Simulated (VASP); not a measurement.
# NaI (Fm-3m) in VASP: a series of runs, part 2 of 2

VASP 6.6.1. The steps go on from the part before.

### 5 Single point, LDA

This run uses another cell than the first one, of 33.90 Å³/atom, 0.962 times its volume.

INCAR reads:

```
PREC = Accurate ; ENCUT = 520
EDIFF = 1E-7 ; ISMEAR = 0
SIGMA = 0.01 ; LREAL = False
LASPH = True ; NELM = 80
ALGO = Normal ; ISIF = 2
LWAVE = False ; LCHARG = True
LELF = True ; LVHAR = True
NBANDS = 14
```

KPOINTS reads:

```
regular mesh
0
Gamma
  8 8 8
```

POSCAR reads:

```
NaI
1.0
    0.0000000000      3.2364000000      3.2364000000
    3.2364000000      0.0000000000      3.2364000000
    3.2364000000      3.2364000000      0.0000000000
I Na
1 1
Direct
    0.5000000000      0.5000000000      0.5000000000
    0.0000000000      0.0000000000      0.0000000000
```

Potentials or basis: VASP PAW LDA potentials, release 64 (I, Na_pv).

Command:

```
> cat potpaw_LDA.64/I/POTCAR potpaw_LDA.64/Na_pv/POTCAR > POTCAR
> mpirun -np 1 vasp_std > vasp.out
```

OUTCAR:

```text
PREC = Accurate
   ENCUT = 520
   EDIFF = 1E-7
   ISMEAR = 0
   LREAL = False
   LASPH = True
   NELM = 80
   ISIF = 2

 ion  position               nearest neighbor table
   1  0.500  0.500  0.500-
   2  0.000  0.000  0.000-

  LATTYP: Found a face centered cubic cell.
 ALAT       =     6.4728000000

  Lattice vectors:

 A1 = (   0.0000000000,   3.2364000000,   3.2364000000)
 A2 = (   3.2364000000,   0.0000000000,   3.2364000000)
 A3 = (   3.2364000000,   3.2364000000,   0.0000000000)

Analysis of symmetry for initial positions (statically):
=====================================================================
 Subroutine PRICEL returns:
 Original cell was already a primitive cell.

 Routine SETGRP: Setting up the symmetry group for a
 face centered cubic supercell.

 Subroutine GETGRP returns: Found 48 space group operations
 (whereof 48 operations were pure point group operations)
 out of a pool of 48 trial point group operations.

The static configuration has the point symmetry O_h .

Analysis of symmetry for dynamics (positions and initial velocities):
=====================================================================
 Subroutine PRICEL returns:
 Original cell was already a primitive cell.

 Routine SETGRP: Setting up the symmetry group for a
 face centered cubic supercell.

 Subroutine GETGRP returns: Found 48 space group operations
 (whereof 48 operations were pure point group operations)
 out of a pool of 48 trial point group operations.

The dynamic configuration has the point symmetry O_h .

 Subroutine INISYM returns: Found 48 space group operations
 (whereof 48 operations are pure point group operations),
 and found     1 'primitive' translations

----------------------------------------------------------------------------------------

                                     Primitive cell

  volume of cell :      67.7980

  direct lattice vectors                    reciprocal lattice vectors
     0.000000000  3.236400000  3.236400000    -0.154492646  0.154492646  0.154492646
[... 119 lines left out ...]
  energy-cutoff  :      520.00
  volume of cell :       67.80
 maximum number of plane-waves:      1850
 NGX is ok and might be reduce to    36
   NGX = 17   NGY = 17   NGZ = 17

 number of electron      14.0000001 magnetization

 Free energy of the ion-electron system (eV)
  ---------------------------------------------------
  ext. energy  EPLUGINS =         0.00000000
  ---------------------------------------------------
  free energy    TOTEN  =        -5.98187035 eV

  energy without entropy =       -5.98187035  energy(sigma->0) =       -5.98187035

 E-fermi :   0.6767     XC(G=0):  -8.1000

 val. band max:        0.6189090012   @ k =   0.0000   0.0000   0.0000
 cond. band min:       3.9642621663   @ k =   0.0000   0.0000   0.0000
 fundamental gap:      3.3453531651
 Fermi energy:         0.6766834508

 k-point     1 :       0.0000    0.0000    0.0000
  band No.  band energies     occupation
      1     -21.7684      2.00000
      2     -21.7684      2.00000
      3     -21.7684      2.00000
      4     -10.4647      2.00000
      5       0.6189      2.00000
      6       0.6189      2.00000
      7       0.6189      2.00000
      8       3.9643      0.00000
      9       8.4158      0.00000
     10       8.4158      0.00000
     11       8.4158      0.00000
     12      10.2849      0.00000
     13      10.2849      0.00000
     14      10.8113      0.00000
[... 377 lines left out ...]
      1     -21.7730      2.00000
      2     -21.7700      2.00000
      3     -21.7692      2.00000
      4     -10.1053      2.00000
      5      -1.3467      2.00000
      6      -0.3219      2.00000
      7       0.1199      2.00000
      8       6.5440      0.00000
      9       6.7162      0.00000
     10       8.7078      0.00000
     11       8.7131      0.00000
     12      10.9261      0.00000
     13      11.8275      0.00000
     14      13.1163      0.00000

 [... further k-points ...]

------------------------ aborting loop because EDIFF is reached ----------------------------------------

  FORCE on cell =-STRESS in cart. coord.  units (eV):
  Direction    XX          YY          ZZ          XY          YZ          ZX
  --------------------------------------------------------------------------------------
  -------------------------------------------------------------------------------------
  Total       -0.6884431     -0.6884431     -0.6884431     -0.0000000      0.0000000     -0.0000000
  in kB      -16.2690452    -16.2690452    -16.2690452     -0.0000000      0.0000000     -0.0000000
  external PRESSURE =     -16.2690452 kB  Pullay stress =       0.0000000 kB

 VOLUME and BASIS-vectors are now :
 -----------------------------------------------------------------------------
  energy-cutoff  :      520.00
  volume of cell :       67.80
      direct lattice vectors                 reciprocal lattice vectors
     0.000000000  3.236400000  3.236400000    -0.154492646  0.154492646  0.154492646
     3.236400000  0.000000000  3.236400000     0.154492646 -0.154492646  0.154492646
     3.236400000  3.236400000  0.000000000     0.154492646  0.154492646 -0.154492646

 POSITION                                       TOTAL-FORCE (eV/Angst)
 -----------------------------------------------------------------------------------
      3.23640      3.23640      3.23640         0.000000      0.000000      0.000000
      0.00000      0.00000      0.00000         0.000000     -0.000000     -0.000000
 -----------------------------------------------------------------------------------
    total drift:                                0.000000      0.000000      0.000000

  FREE ENERGIE OF THE ION-ELECTRON SYSTEM (eV)
  ---------------------------------------------------
  free  energy   TOTEN  =        -5.9818703494 eV

  energy  without entropy=       -5.9818703494  energy(sigma->0) =       -5.98187035
```

It took 18 s on 1 thread of AMD EPYC 9R14 (Zen 4), shared host; peak memory 0.15 GiB.

What came out:

- Free energy: -5.9819 eV
- Pressure: -1.6 GPa
- Band gap on the k mesh: 3.35 eV, direct

Caveat: spin-orbit coupling is left out, which moves the levels of the heavy elements.

### 6 Summary

```csv
level,potentials or basis,cell,k mesh,smearing,gap on the mesh (eV),pressure (GPa)
LDA,"VASP PAW LDA potentials, release 64 (I, Na_pv)","a = 4.637 Å, angles 60.0°, 2 atoms",6 × 6 × 6,fermi-dirac 0.05 eV,3.25,-2.1
LDA,"VASP PAW LDA potentials, release 64 (I, Na_pv)","a = 4.667 Å, angles 60.0°, 2 atoms",6 × 6 × 6,fermi-dirac 0.05 eV,3.20,-2.2
PBE,"VASP PAW PBE potentials, release 64 (I, Na_pv)","a = 4.577 Å, angles 60.0°, 2 atoms",4 × 4 × 4,gaussian 0.01 eV,3.64,0.5
LDA,"VASP PAW LDA potentials, release 64 (I, Na_pv)","a = 4.577 Å, angles 60.0°, 2 atoms",8 × 8 × 8,gaussian 0.01 eV,3.35,-1.6
```

Alike in all rows: task single point; no spin polarisation; cutoff (eV) 520.

Caveats: some runs use coarse meshes; spin-orbit coupling is left out, which moves the levels of the heavy elements.

Total energies depend on the potentials used, so only differences within one code and one set of settings carry meaning.
